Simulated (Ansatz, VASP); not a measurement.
**Si in VASP and in Ansatz**

```
Si
1.0
     0.00000    5.43000    5.43000
     5.43000    0.00000    5.43000
     5.43000    5.43000    0.00000
Si
17
Direct
  0.99862 0.00049 0.00057
  0.12799 0.12190 0.12206
  0.00236 0.99339 0.50226
  0.12818 0.12198 0.62821
  0.00223 0.50211 0.99372
  0.12811 0.62815 0.12212
  0.00260 0.50233 0.50242
  0.12592 0.62483 0.62515
  0.50041 0.00031 0.00033
  0.62488 0.12502 0.12499
  0.50058 0.00038 0.49877
  0.62226 0.12174 0.62799
  0.50052 0.49883 0.00039
  0.62217 0.62800 0.12181
  0.49452 0.50185 0.50188
  0.62239 0.62804 0.62803
  0.87588 0.37485 0.37516
```

Alike in both runs: functional PBE; k mesh 2 × 2 × 2; occupations gaussian, width 0.05 eV; no spin polarisation.

Ansatz relaxed the structure, and its values are those at the end. VASP's run is a single point on that final structure, the one shown.

|  | VASP | Ansatz |
| --- | --- | --- |
| version | VASP 6.6.1 | Ansatz 0.2.0 |
| potentials or method | VASP PAW PBE potentials, release 64 (Si), cutoff 520 eV | scalar-relativistic, plane waves, PAW |
| valence electrons in the cell | 68 | 68 |

```csv
,VASP,Ansatz,Ansatz less VASP
rms of the force components (eV/Å),0.007,0.008,+0.0002
```

The k mesh is coarse, so the values compare programs but aren't converged.
